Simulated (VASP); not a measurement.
# Ge2Sb2Te5 (P-3m1) in VASP: a series of runs

Ge2Sb2Te5 is run at these levels: PBE; tasks: single point.

All numbers are computed with VASP 6.6.1; they aren't measurements. Logs are shortened: lines on timing, memory, paths and dates and some standing lists are left out, and cuts for length are marked.

## Step 1: The cell of the first run

It takes space group P-3m1 (No. 164, trigonal). Conventional cell: a = 4.363 Å, b = 4.363 Å, c = 18.991 Å, α = 90.00°, β = 90.00°, γ = 120.00°. Ge (site symmetry 3m) has 6 Te at 2.93 to 3.43 Å within 3.9 Å. Sb (site symmetry 3m) has 6 Te at 3.12 to 3.30 Å within 4.1 Å. Te (site symmetry -3m) has 6 Sb at 3.30 Å and 6 Te at 4.36 Å within 4.4 Å. Te (site symmetry 3m) has 3 Sb at 3.12 Å and 3 Ge at 3.43 Å within 4.1 Å. Te (site symmetry 3m) has 3 Ge at 2.93 Å within 3.9 Å.

## Step 2: Single point, PBE

File INCAR:

```
ALGO     = Normal         # electronic algorithm
EDIFF    = 1E-6           # SCF threshold, eV
ENCUT    = 520            # plane-wave cutoff, eV
GGA      = PE             # functional
ISIF     = 2              # what is computed and relaxed
ISMEAR   = 0              # smearing method
LASPH    = T              # aspherical terms in the spheres
LCHARG   = F              # write CHGCAR
LREAL    = F              # projectors in reciprocal space
LWAVE    = F              # write WAVECAR
NBANDS   = 44             # bands
NELM     = 100            # most SCF steps
PREC     = Accurate       # precision mode
SIGMA    = 0.03           # smearing width, eV
```

File KPOINTS:

```
k-points
0
Gamma
  9 9 2
```

File POSCAR:

```
Ge2Sb2Te5
1.0
    4.3635000000      0.0000000000      0.0000000000
   -2.1817500000      3.7789018494      0.0000000000
    0.0000000000      0.0000000000     18.9909000000
Ge Sb Te
2 2 5
Direct
    0.0000000000      0.0000000000      0.3314713560
    0.0000000000      0.0000000000      0.6685286440
    0.3333333333      0.6666666667      0.1121550832
    0.6666666667      0.3333333333      0.8878449168
    0.0000000000      0.0000000000      0.0000000000
    0.3333333333      0.6666666667      0.7913602895
    0.6666666667      0.3333333333      0.2086397105
    0.3333333333      0.6666666667      0.4097504733
    0.6666666667      0.3333333333      0.5902495267
```

Potentials or basis: VASP PAW PBE potentials, release 64 (Ge_d, Sb, Te).

Run with:

```bash
> cat potpaw_PBE.64/Ge_d/POTCAR potpaw_PBE.64/Sb/POTCAR potpaw_PBE.64/Te/POTCAR > POTCAR
> mpirun -np 1 vasp_std > vasp.out
```

OUTCAR:

```text
EDIFF = 1E-6
   ENCUT = 520
   GGA = PE
   ISIF = 2
   ISMEAR = 0
   LASPH = T
   LREAL = F
   NELM = 100
   PREC = Accurate

 ion  position               nearest neighbor table
   1  0.000  0.000  0.331-   8 2.93   8 2.93   8 2.93
   2  0.000  0.000  0.669-   9 2.93   9 2.93   9 2.93
   3  0.333  0.667  0.112-   7 3.12   7 3.12   7 3.12   5 3.30   5 3.30   5 3.30
   4  0.667  0.333  0.888-   6 3.12   6 3.12   6 3.12   5 3.30   5 3.30   5 3.30
   5  0.000  0.000  0.000-   3 3.30   4 3.30   3 3.30   4 3.30   4 3.30   3 3.30
   6  0.333  0.667  0.791-   4 3.12   4 3.12   4 3.12
   7  0.667  0.333  0.209-   3 3.12   3 3.12   3 3.12
   8  0.333  0.667  0.410-   1 2.93   1 2.93   1 2.93
   9  0.667  0.333  0.590-   2 2.93   2 2.93   2 2.93

  LATTYP: Found a hexagonal cell.
 ALAT       =     4.3635000000
 C/A-ratio  =     4.3522172568

  Lattice vectors:

 A1 = (   4.3635000000,   0.0000000000,   0.0000000000)
 A2 = (  -2.1817500000,   3.7789018494,   0.0000000000)
 A3 = (   0.0000000000,   0.0000000000,  18.9909000000)

Analysis of symmetry for initial positions (statically):
=====================================================================
 Subroutine PRICEL returns:
 Original cell was already a primitive cell.

 Routine SETGRP: Setting up the symmetry group for a
 hexagonal supercell.

 Subroutine GETGRP returns: Found 12 space group operations
 (whereof 12 operations were pure point group operations)
 out of a pool of 24 trial point group operations.

The static configuration has the point symmetry D_3d.

Analysis of symmetry for dynamics (positions and initial velocities):
=====================================================================
 Subroutine PRICEL returns:
 Original cell was already a primitive cell.

 Routine SETGRP: Setting up the symmetry group for a
 hexagonal supercell.

 Subroutine GETGRP returns: Found 12 space group operations
 (whereof 12 operations were pure point group operations)
 out of a pool of 24 trial point group operations.

The dynamic configuration has the point symmetry D_3d.

 Subroutine INISYM returns: Found 12 space group operations
 (whereof 12 operations are pure point group operations),
 and found     1 'primitive' translations

[... 110 lines left out ...]
   NSW    =      0    number of steps for IOM
   IBRION =     -1    ionic relax: 0-MD 1-quasi-New 2-CG
   NFREE  =      0    steps in history (QN), initial steepest desc. (CG)
   ISIF   =      2    stress and relaxation
   ISYM   =      2    0-nonsym 1-usesym 2-fastsym
   POTIM  = 0.5000    time-step for ionic-motion
   TEBEG  =    0.0;   TEEND  =   0.0 temperature during run
   PSTRESS=    0.0 pullay stress
   NELECT =      68.0000    total number of electrons
   NUPDOWN=      -1.0000    fix difference up-down
   EMIN   =  10.00;   EMAX   =-10.00  energy-range for DOS
   EFERMI =   0.00;   METHOD = LEGACY
   ISMEAR =     0;   SIGMA  =   0.03  broadening in eV -4-tet -1-fermi 0-gaus
   EFERMI_NEDOS =   21; number of points for ismear=-14 and -15
   IALGO  =     38    algorithm
   IMIX   =      4    mixing-type and parameters
     AMIX     =   0.40;   BMIX     =  1.00
     AMIX_MAG =   1.60;   BMIX_MAG =  1.00
  volume/ion in A,a.u.               =      34.79       234.80
  Fermi-wavevector in a.u.,A,eV,Ry     =   0.984001  1.859493 13.173963  0.968259
  Thomas-Fermi vector in A             =   2.115202
   LORBIT       =      0    0 simple, 1 ext, 2 COOP (PROOUT), +10 PAW based schemes
   GGA     = PE    functional components
   LHFCALC =     F    Hartree Fock is set to
   AEXX    =    0.0000 exact exchange contribution
   IVDW    =     0    specifies the selected vdW correction
   LEPSILON=     F    determine dielectric tensor
   LRPA    =     F    only Hartree local field effects (RPA)
 non-spin polarized calculation
 Gauss-broadening in eV      SIGMA  =   0.03
  energy-cutoff  :      520.00
  volume of cell :      313.15
 maximum number of plane-waves:      8468
   NGX = 17   NGY = 17   NGZ = 71

 number of electron      67.9999974 magnetization

 Free energy of the ion-electron system (eV)
  ---------------------------------------------------
  ext. energy  EPLUGINS =         0.00000000
  ---------------------------------------------------
  free energy    TOTEN  =       -33.50724171 eV

  energy without entropy =      -33.50724068  energy(sigma->0) =      -33.50724119

 E-fermi :   4.8400     XC(G=0):  -8.7855

 val. band max:        4.7599318770   @ k =   0.1111   0.0000   0.5000
 cond. band min:       4.9200271880   @ k =   0.4444  -0.0000   0.5000
 fundamental gap:      0.1600953110
 Fermi energy:         4.8399947485

 k-point     1 :       0.0000    0.0000    0.0000
  band No.  band energies     occupation
      1     -19.9809      2.00000
      2     -19.9809      2.00000
      3     -19.9809      2.00000
      4     -19.9809      2.00000
      5     -19.9724      2.00000
      6     -19.9724      2.00000
[... 1117 lines left out ...]
     43       8.4639      0.00000
     44       8.5579      0.00000

------------------------ aborting loop because EDIFF is reached ----------------------------------------

  FORCE on cell =-STRESS in cart. coord.  units (eV):
  Direction    XX          YY          ZZ          XY          YZ          ZX
  --------------------------------------------------------------------------------------
  -------------------------------------------------------------------------------------
  Total       -6.4771202     -6.4771202     -7.6503748      0.0000000      0.0000000      0.0000000
  in kB      -33.1395342    -33.1395342    -39.1423736      0.0000000      0.0000000      0.0000000
  external PRESSURE =     -35.1404807 kB  Pullay stress =       0.0000000 kB

 VOLUME and BASIS-vectors are now :
 -----------------------------------------------------------------------------
  energy-cutoff  :      520.00
  volume of cell :      313.15
      direct lattice vectors                 reciprocal lattice vectors
     4.363500000  0.000000000  0.000000000     0.229173828  0.132313571  0.000000000
    -2.181750000  3.778901849  0.000000000     0.000000000  0.264627143  0.000000000
     0.000000000  0.000000000 18.990900000     0.000000000  0.000000000  0.052656799

 POSITION                                       TOTAL-FORCE (eV/Angst)
 -----------------------------------------------------------------------------------
      0.00000      0.00000      6.29494         0.000000     -0.000000      0.404832
      0.00000      0.00000     12.69596         0.000000      0.000000     -0.404832
     -0.00000      2.51927      2.12993        -0.000000      0.000000      0.205895
      2.18175      1.25963     16.86097        -0.000000      0.000000     -0.205895
      0.00000      0.00000      0.00000        -0.000000      0.000000      0.000000
     -0.00000      2.51927     15.02864        -0.000000      0.000000      0.573862
      2.18175      1.25963      3.96226         0.000000     -0.000000     -0.573862
     -0.00000      2.51927      7.78153        -0.000000      0.000000     -0.535557
      2.18175      1.25963     11.20937         0.000000      0.000000      0.535557
 -----------------------------------------------------------------------------------
    total drift:                                0.000000     -0.000000      0.000000

  FREE ENERGIE OF THE ION-ELECTRON SYSTEM (eV)
  ---------------------------------------------------
  free  energy   TOTEN  =       -33.5072417086 eV

  energy  without entropy=      -33.5072406811  energy(sigma->0) =      -33.50724119
```

Run time: 2.8 min. Hardware: 1 thread of Intel Xeon 6975P-C (Granite Rapids), shared host; peak memory 0.58 GiB.

Results:

| Item | Value |
| --- | --- |
| Free energy | -33.5072 eV |
| Pressure | -3.5 GPa |
| Largest force | 0.574 eV/Å |
| Band gap on the k mesh | 0.16 eV (least direct gap 0.20 eV) |

Forces on the atoms (eV/Å):
```
Ge   0.000  0.000  0.405
Ge   0.000  0.000 -0.405
Sb   0.000  0.000  0.206
Sb   0.000  0.000 -0.206
Te   0.000  0.000  0.000
Te   0.000  0.000  0.574
Te   0.000  0.000 -0.574
Te   0.000  0.000 -0.536
Te   0.000  0.000  0.536
```

Caveat: the cell stands under tension; spin-orbit coupling is left out, which moves the levels of the heavy elements; an odd mesh through Γ misses points on the zone boundary, where band edges can lie; this functional lacks dispersion, which binds the layers, so the pressure and a relaxed spacing across them are unreliable.

(Part 1 of 2 ends here.)
